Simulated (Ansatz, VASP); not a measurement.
# One calculation of Cu3O2, two programs

```
Cu O
1.0
     0.00000    0.00000    2.72670
     5.90066    0.00382    0.00000
    -2.94702    5.11203    0.00000
Cu O
3 2
Direct
  0.50000 0.42242 0.57758
  0.50000 0.42238 0.04480
  0.50000 0.95520 0.57762
  0.00000 0.26652 0.73348
  0.50000 0.60015 0.39985
```

Alike in both runs: functional PBE; k mesh 6 × 4 × 4; occupations gaussian, width 0.1 eV; collinear spin.

Ansatz relaxed the structure, and its values are those at the end. VASP's run is a single point on that final structure, the one shown.

|  | VASP | Ansatz |
| --- | --- | --- |
| version | VASP 6.6.1 | Ansatz 0.2.0 |
| potentials or method | VASP PAW PBE potentials, release 64 (Cu, O), cutoff 520 eV | scalar-relativistic, plane waves, PAW |
| valence electrons in the cell | 45 | 69 |

|  | VASP | Ansatz | Ansatz less VASP |
| --- | --- | --- | --- |
| gap on the k mesh at the Fermi level (eV) | none | none | - |
| pressure (GPa) | 0.6 | 0.2 | -0.40 |
| rms of the force components (eV/Å) | 0.029 | 0.005 | -0.0238 |
| net moment per atom (μB) | 0.16 | 0.16 | +0.001 |
| size of the moment on the site where the two differ most (μB) | 0.07 | 0.07 | +0.005 |

Site moments also hang on the region over which each program counts them. A gap of «none» marks a metal or a gap that the smearing closes. VASP's potentials hold 45 valence electrons a cell and Ansatz's 69, so a difference there can come from the potentials and not from the codes. Ansatz's warnings: seeded moment not kept.

The k mesh is coarse, so the values compare programs but aren't converged.
